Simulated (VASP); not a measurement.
# Te2Mo in VASP: settings compared

Te2Mo is run at these levels: PBEsol+D3(BJ), r2SCAN+D3(BJ), BLYP; tasks: single point.

Program: VASP 6.6.1. These are calculated values, not measurements. Logs are shortened: lines on timing, memory, paths and dates and some standing lists are left out, and cuts for length are marked.

**1. The cell of the first run**

The cell holds a slab with vacuum, 6 atoms: a = 6.278 Å, b = 3.311 Å, c = 36.159 Å, α = 90.00°, β = 89.91°, γ = 90.00°.

**2. Single point, PBEsol+D3(BJ)**

File INCAR:

```
SYSTEM = Te2Mo
ALGO = Normal ; EDIFF = 1E-6
ENCUT = 520 ; GGA = PS
ISIF = 2 ; ISMEAR = -1
IVDW = 12 ; LASPH = .True.
LCHARG = .False. ; LREAL = .False.
LWAVE = .False. ; NBANDS = 35
NELM = 80 ; PREC = Accurate
SIGMA = 0.05
```

File KPOINTS:

```
k-points
0
Gamma
  4 8 1
  0 0 0
```

File POSCAR:

```
Te2Mo
1.0
    6.2784275021      0.0000000000      0.0121762098
    0.0000000000      3.3107928063      0.0000000000
   -0.0153789429      0.0000000000     36.1593393602
Te Mo
4 2
Direct
    0.4333923408      0.7500000000      0.5415222363
    0.5666076592      0.2500000000      0.4584777637
    0.9232232478      0.2500000000      0.5569683639
    0.0767767522      0.7500000000      0.4430316361
    0.1835909056      0.2500000000      0.4978705441
    0.8164090944      0.7500000000      0.5021294559
```

Potentials or basis: VASP PAW PBE potentials, release 64 (Te, Mo_sv).

Launch:

```bash
cat potpaw_PBE.64/Te/POTCAR potpaw_PBE.64/Mo_sv/POTCAR > POTCAR
mpirun -np 1 vasp_std > vasp.out
```

OUTCAR:

```text
SYSTEM = Te2Mo
   EDIFF = 1E-6
   ENCUT = 520
   GGA = PS
   ISIF = 2
   ISMEAR = -1
   IVDW = 12
   LASPH = .True.
   LREAL = .False.
   NELM = 80
   PREC = Accurate
 IVDW          = 12

 ion  position               nearest neighbor table
   1  0.433  0.750  0.542-   5 2.77   5 2.77   6 2.79   2 3.53   2 3.53   3 3.54   3 3.54   3 3.65
                             3 3.65
   2  0.567  0.250  0.458-   6 2.77   6 2.77   5 2.79   1 3.53   1 3.53   4 3.54   4 3.54   4 3.65
                             4 3.65
   3  0.923  0.250  0.557-   6 2.67   6 2.67   5 2.69   1 3.54   1 3.54   1 3.65   1 3.65
   4  0.077  0.750  0.443-   5 2.67   5 2.67   6 2.69   2 3.54   2 3.54   2 3.65   2 3.65
   5  0.184  0.250  0.498-   4 2.67   4 2.67   3 2.69   1 2.77   1 2.77   2 2.79   6 2.84   6 2.84

   6  0.816  0.750  0.502-   3 2.67   3 2.67   4 2.69   2 2.77   2 2.77   1 2.79   5 2.84   5 2.84

  LATTYP: Found a simple monoclinic cell.
 ALAT       =     6.2784393092
 B/A-ratio  =     0.5273273569
 C/A-ratio  =     5.7592883916
 COS(beta)  =    -0.0015140591

  Lattice vectors:

 A1 = (   6.2784275021,   0.0000000000,   0.0121762098)
 A2 = (   0.0000000000,  -3.3107928063,   0.0000000000)
 A3 = (   0.0153789429,   0.0000000000, -36.1593393602)

Analysis of symmetry for initial positions (statically):
=====================================================================
 Subroutine PRICEL returns:
 Original cell was already a primitive cell.

 Routine SETGRP: Setting up the symmetry group for a
 simple monoclinic supercell.

 Subroutine GETGRP returns: Found  4 space group operations
 (whereof  2 operations were pure point group operations)
 out of a pool of  4 trial point group operations.

The static configuration has the point symmetry S_2 .
 The point group associated with its full space group is C_2h.

Analysis of symmetry for dynamics (positions and initial velocities):
=====================================================================
 Subroutine PRICEL returns:
 Original cell was already a primitive cell.

 Routine SETGRP: Setting up the symmetry group for a
 simple monoclinic supercell.

 Subroutine GETGRP returns: Found  4 space group operations
 (whereof  2 operations were pure point group operations)
 out of a pool of  4 trial point group operations.

The dynamic configuration has the point symmetry S_2 .
 The point group associated with its full space group is C_2h.

 Subroutine INISYM returns: Found  4 space group operations
 (whereof  2 operations are pure point group operations),
 and found     1 'primitive' translations

----------------------------------------------------------------------------------------

                                     Primitive cell

  volume of cell :     751.6294

  direct lattice vectors                    reciprocal lattice vectors
     6.278427502  0.000000000  0.012176210     0.159275420  0.000000000  0.000067741
     0.000000000  3.310792806  0.000000000     0.000000000  0.302042459  0.000000000
    -0.015378943  0.000000000 36.159339360    -0.000053634  0.000000000  0.027655350

  length of vectors
     6.278439309  3.310792806 36.159342631     0.159275434  0.302042459  0.027655402

  position of ions in fractional coordinates (direct lattice)
     0.433392341  0.750000000  0.541522236
     0.566607659  0.250000000  0.458477764
     0.923223248  0.250000000  0.556968364
     0.076776752  0.750000000  0.443031636
     0.183590906  0.250000000  0.497870544
     0.816409094  0.750000000  0.502129456

  ion indices of the primitive-cell ions
   primitive index   ion index
                 1           1
                 2           2
                 3           3
                 4           4
                 5           5
                 6           6

----------------------------------------------------------------------------------------

 KPOINTS: k-points

Automatic generation of k-mesh.
 Grid dimensions read from file:
 generate k-points for:    4    8    1

 Generating k-lattice:

  Cartesian coordinates                     Fractional coordinates (reciprocal lattice)
     0.039818855  0.000000000  0.000016935     0.250000000  0.000000000  0.000000000
     0.000000000  0.037755307  0.000000000     0.000000000  0.125000000  0.000000000
    -0.000053634  0.000000000  0.027655350     0.000000000  0.000000000  1.000000000

  Length of vectors
     0.039818859  0.037755307  0.027655402

  Shift w.r.t. Gamma in fractional coordinates (k-lattice)
     0.000000000  0.000000000  0.000000000

 Subroutine IBZKPT returns following result:
 ===========================================

 Found     15 irreducible k-points:

 Following reciprocal coordinates:
            Coordinates               Weight
  0.000000  0.000000  0.000000      1.000000
  0.250000  0.000000  0.000000      2.000000
  0.500000  0.000000  0.000000      1.000000
  0.000000  0.125000  0.000000      2.000000
  0.250000  0.125000  0.000000      4.000000
  0.500000  0.125000  0.000000      2.000000
  0.000000  0.250000  0.000000      2.000000
  0.250000  0.250000  0.000000      4.000000
  0.500000  0.250000  0.000000      2.000000
  0.000000  0.375000  0.000000      2.000000
  0.250000  0.375000  0.000000      4.000000
  0.500000  0.375000  0.000000      2.000000
  0.000000  0.500000  0.000000      1.000000
  0.250000  0.500000  0.000000      2.000000
  0.500000  0.500000  0.000000      1.000000
   k-points           NKPTS =     15   k-points in BZ     NKDIM =     15   number of bands    NBANDS=     35
   number of dos      NEDOS =    301   number of ions     NIONS =      6
   total plane-waves  NPLWV = 362880
   dimension x,y,z NGX =    48 NGY =   28 NGZ =  270
   dimension x,y,z NGXF=    96 NGYF=   56 NGZF=  540
   ions per type =               4   2
   NGX,Y,Z   is equivalent  to a cutoff of  12.71, 14.06, 12.41 a.u.
   NGXF,Y,Z  is equivalent  to a cutoff of  25.42, 28.12, 24.83 a.u.
 SYSTEM =  Te2Mo
   PREC   = accura    normal or accurate (medium, high low for compatibility)
   ISTART =      0    job   : 0-new  1-cont  2-samecut
   ICHARG =      2    charge: 1-file 2-atom 10-const
   ISPIN  =      1    spin polarized calculation?
   LNONCOLLINEAR =      F non collinear calculations
   LSORBIT =      F    spin-orbit coupling
   LASPH  =      T    aspherical Exc in radial PAW
   ENCUT  =  520.0 eV  38.22 Ry    6.18 a.u.  11.67  6.16 67.23*2*pi/ulx,y,z
   NELM   =     80;   NELMIN=  2; NELMDL= -5     # of ELM steps
   EDIFF  = 0.1E-05   stopping-criterion for ELM
   LREAL  =      F    real-space projection
   EDIFFG = 0.1E-04   stopping-criterion for IOM
   NSW    =      0    number of steps for IOM
   IBRION =     -1    ionic relax: 0-MD 1-quasi-New 2-CG
   NFREE  =      0    steps in history (QN), initial steepest desc. (CG)
   ISIF   =      2    stress and relaxation
   ISYM   =      2    0-nonsym 1-usesym 2-fastsym
   POTIM  = 0.5000    time-step for ionic-motion
   TEBEG  =    0.0;   TEEND  =   0.0 temperature during run
   PSTRESS=    0.0 pullay stress
   NELECT =      52.0000    total number of electrons
   NUPDOWN=      -1.0000    fix difference up-down
   EMIN   =  10.00;   EMAX   =-10.00  energy-range for DOS
   EFERMI =   0.00;   METHOD = LEGACY
   ISMEAR =    -1;   SIGMA  =   0.05  broadening in eV -4-tet -1-fermi 0-gaus
   EFERMI_NEDOS =   21; number of points for ismear=-14 and -15
   IALGO  =     38    algorithm
   IMIX   =      4    mixing-type and parameters
     AMIX     =   0.40;   BMIX     =  1.00
     AMIX_MAG =   1.60;   BMIX_MAG =  1.00
  volume/ion in A,a.u.               =     125.27       845.37
  Fermi-wavevector in a.u.,A,eV,Ry     =   0.672060  1.270009  6.145270  0.451665
  Thomas-Fermi vector in A             =   1.748066
   LORBIT       =      0    0 simple, 1 ext, 2 COOP (PROOUT), +10 PAW based schemes
   GGA     = PS    functional components
   LHFCALC =     F    Hartree Fock is set to
   AEXX    =    0.0000 exact exchange contribution
   IVDW    =    12    specifies the selected vdW correction
   LEPSILON=     F    determine dielectric tensor
   LRPA    =     F    only Hartree local field effects (RPA)
 non-spin polarized calculation
  energy-cutoff  :      520.00
  volume of cell :      751.63
 maximum number of plane-waves:     20292
 NGX is ok and might be reduce to    48
   NGX = 23   NGY = 13   NGZ =135

 number of electron      52.0000004 magnetization

 Free energy of the ion-electron system (eV)
  ---------------------------------------------------
  ext. energy  EPLUGINS =         0.00000000
  ---------------------------------------------------
  free energy    TOTEN  =       -39.11333994 eV

  energy without entropy =      -39.09829081  energy(sigma->0) =      -39.10581538

 E-fermi :  -1.8951     XC(G=0):  -2.3895

 val. band max:       -2.1076735628   @ k =   0.5000   0.0000   0.0000
 cond. band min:      -1.8699055671   @ k =   0.0000   0.2500   0.0000
 fundamental gap:      0.2377679957
 Fermi energy:        -1.8951454528

 k-point     1 :       0.0000    0.0000    0.0000
  band No.  band energies     occupation
      1     -62.8449      2.00000
      2     -62.7718      2.00000
      3     -37.1665      2.00000
      4     -37.0574      2.00000
      5     -37.0252      2.00000
      6     -36.9248      2.00000
[... 27 lines left out ...]
     34       1.8995      0.00000
     35       1.9371      0.00000

 k-point     2 :       0.2500    0.0000    0.0000
  band No.  band energies     occupation
      1     -62.8447      2.00000
      2     -62.7720      2.00000
      3     -37.1611      2.00000
      4     -37.0570      2.00000
      5     -37.0248      2.00000
      6     -36.9257      2.00000
[... 27 lines left out ...]
     34       2.0413      0.00000
     35       2.1322      0.00000
[... 454 lines left out ...]
     34       1.7051      0.00000
     35       3.0195      0.00000

 k-point    15 :       0.5000    0.5000    0.0000
  band No.  band energies     occupation
      1     -62.7971      2.00000
      2     -62.7971      2.00000
      3     -37.2157      2.00000
      4     -37.2157      2.00000
      5     -36.9856      2.00000
      6     -36.9856      2.00000
[... 27 lines left out ...]
     34       1.6145      0.00000
     35       2.7496      0.00000

------------------------ aborting loop because EDIFF is reached ----------------------------------------

 Edisp (eV)   -2.13259

 E8    (eV) :    -1.5091

  FORCE on cell =-STRESS in cart. coord.  units (eV):
  Direction    XX          YY          ZZ          XY          YZ          ZX
  --------------------------------------------------------------------------------------
  -------------------------------------------------------------------------------------
  Total       0.12209     0.08923     0.17723     0.00000     0.00000     0.00584
  in kB       0.26025     0.19020     0.37778     0.00000     0.00000     0.01245
  external pressure =        0.28 kB  Pullay stress =        0.00 kB

 VOLUME and BASIS-vectors are now :
 -----------------------------------------------------------------------------
  energy-cutoff  :      520.00
  volume of cell :      751.63
      direct lattice vectors                 reciprocal lattice vectors
     6.278427502  0.000000000  0.012176210     0.159275420  0.000000000  0.000067741
     0.000000000  3.310792806  0.000000000     0.000000000  0.302042459  0.000000000
    -0.015378943  0.000000000 36.159339360    -0.000053634  0.000000000  0.027655350

 POSITION                                       TOTAL-FORCE (eV/Angst)
 -----------------------------------------------------------------------------------
      2.71269      2.48309     19.58636         0.002270      0.000000      0.022431
      3.55035      0.82770     16.58515        -0.002270      0.000000     -0.022431
      5.78782      0.82770     20.15085        -0.000124      0.000000      0.033219
      0.47522      2.48309     16.02067         0.000124      0.000000     -0.033219
      1.14501      0.82770     18.00491         0.010051     -0.000000      0.006133
      5.11804      2.48309     18.16661        -0.010051      0.000000     -0.006133
 -----------------------------------------------------------------------------------
    total drift:                               -0.000000      0.000000     -0.000000

  FREE ENERGIE OF THE ION-ELECTRON SYSTEM (eV)
  ---------------------------------------------------
  free  energy   TOTEN  =       -41.2459251751 eV

  energy  without entropy=      -41.2308760461  energy(sigma->0) =      -41.23840061
```

It took 22 min on 1 thread of Intel Xeon 8259CL, shared host; peak memory 0.93 GiB.

What came out:

- Free energy: -41.2459 eV
- Largest force: 0.033 eV/Å
- Band gap on the k mesh: zero (bands 26 and 27 overlap by 0.62 eV)
- Dispersion energy per atom: -0.355 eV

Forces on the atoms (eV/Å):
```
Te   0.002  0.000  0.022
Te  -0.002  0.000 -0.022
Te   0.000  0.000  0.033
Te   0.000  0.000 -0.033
Mo   0.010  0.000  0.006
Mo  -0.010  0.000 -0.006
```

Levels at points of the mesh, in eV from the Fermi level:
```tsv
k point	band 23	band 24	band 25	band 26	band 27	band 28	band 29	band 30
(0.00, 0.00, 0.00)	-1.30	-0.49	-0.40	0.40	0.58	1.34	1.60	2.00
(0.50, 0.00, 0.00)	-1.68	-1.18	-0.66	-0.35	-0.21	1.30	1.57	1.85
(0.00, 0.50, 0.00)	-1.88	-1.88	-1.58	-1.58	1.09	1.09	1.57	1.57
(0.50, 0.50, 0.00)	-1.83	-1.83	-1.02	-1.02	1.16	1.16	1.76	1.76
```

Caveat: there is no dipole correction, which matters where the two faces differ; the PAW data sets were made with another functional, which shifts forces and pressure a little; spin-orbit coupling is left out, which moves the levels of the heavy elements.

**3. Single point, r2SCAN+D3(BJ)**

This run uses another cell than the first one.

File POSCAR:

```
Te2Mo
1.0
    6.4037401044      0.0000000000      0.0000000000
    0.0000000000      3.5034527586      0.0000000000
   -0.0863090623      0.0000000000     36.4154728842
Te Mo
4 2
Direct
    0.4292511000      0.7500000000      0.5407035800
    0.5707489000      0.2500000000      0.4592964200
    0.9208478700      0.2500000000      0.5565273200
    0.0791521300      0.7500000000      0.4434726800
    0.1813475600      0.2500000000      0.4974653700
    0.8186524400      0.7500000000      0.5025346300
```

File INCAR.step1:

```
SYSTEM = Te2Mo
PREC     = Accurate       ! precision mode
ENCUT    = 520            ! plane-wave cutoff, eV
ISMEAR   = -1             ! smearing method
SIGMA    = 0.05           ! smearing width, eV
LREAL    = .FALSE.        ! projectors in reciprocal space
LASPH    = .TRUE.         ! aspherical terms in the spheres
NELM     = 100            ! most SCF steps
NBANDS   = 35             ! bands
GGA      = PE             ! functional
ALGO     = Normal         ! electronic algorithm
EDIFF    = 1E-4           ! SCF threshold, eV
LWAVE    = .TRUE.         ! write WAVECAR
LCHARG   = .FALSE.        ! write CHGCAR
```

File INCAR.step2:

```
SYSTEM = Te2Mo
PREC     = Accurate       ! precision mode
ENCUT    = 520            ! plane-wave cutoff, eV
EDIFF    = 1E-7           ! SCF threshold, eV
ISMEAR   = -1             ! smearing method
SIGMA    = 0.05           ! smearing width, eV
LREAL    = .FALSE.        ! projectors in reciprocal space
LASPH    = .TRUE.         ! aspherical terms in the spheres
NELM     = 100            ! most SCF steps
ALGO     = Normal         ! electronic algorithm
ISIF     = 2              ! what is computed and relaxed
LWAVE    = .FALSE.        ! write WAVECAR
LCHARG   = .TRUE.         ! write CHGCAR
METAGGA  = R2SCAN         ! meta-GGA
LMIXTAU  = .TRUE.       
IVDW     = 12             ! dispersion correction
VDW_S6   = 1.0          
VDW_S8   = 0.78981345   
VDW_A1   = 0.49484001   
VDW_A2   = 5.73083694   
LELF     = .TRUE.         ! ELF
LVHAR    = .TRUE.       
NBANDS   = 35             ! bands
ISTART   = 1
```

File KPOINTS:

```
regular mesh
0
G
  4 8 1
  0 0 0
```

Potentials or basis: VASP PAW PBE potentials, release 64 (Te, Mo_sv).

Launch:

```bash
cat potpaw_PBE.64/Te/POTCAR potpaw_PBE.64/Mo_sv/POTCAR > POTCAR
cp INCAR.step1 INCAR
mpirun -np 1 vasp_std > vasp.out
cp INCAR.step2 INCAR
mpirun -np 1 vasp_std > vasp.out
```

It took 45 min on 1 thread of Intel Xeon 6975P-C (Granite Rapids), shared host; peak memory 1.1 GiB.

It converged, with:

* Free energy: -156.3969 eV
* Largest force: 0.325 eV/Å
* Band gap on the k mesh: zero (bands 26 and 27 overlap by 0.11 eV)
* Dispersion energy per atom: -0.155 eV

Forces in eV/Å, atoms in the order of the input:
```
Te  -0.012  0.000 -0.192
Te   0.012  0.000  0.192
Te  -0.010  0.000 -0.325
Te   0.010  0.000  0.325
Mo  -0.066  0.000 -0.009
Mo   0.066  0.000  0.009
```

Levels at points of the mesh, in eV from the Fermi level:
```tsv
k point	band 24	band 25	band 26	band 27	band 28	band 29
(0.00, 0.00, 0.00)	-0.66	-0.34	0.12	0.73	1.02	1.77
(0.50, 0.00, 0.00)	-0.84	-0.84	-0.74	0.22	1.04	1.56
(0.00, 0.50, 0.00)	-1.69	-1.48	-1.48	1.30	1.30	1.57
(0.50, 0.50, 0.00)	-1.82	-0.92	-0.92	1.23	1.23	1.97
```

Caveat: there is no dipole correction, which matters where the two faces differ; the PAW data sets were made with another functional, which shifts forces and pressure a little; spin-orbit coupling is left out, which moves the levels of the heavy elements.

(Part 1 of 3 ends here.)

The gap in the log of VASP goes by the Fermi energy; the results here count the filled bands.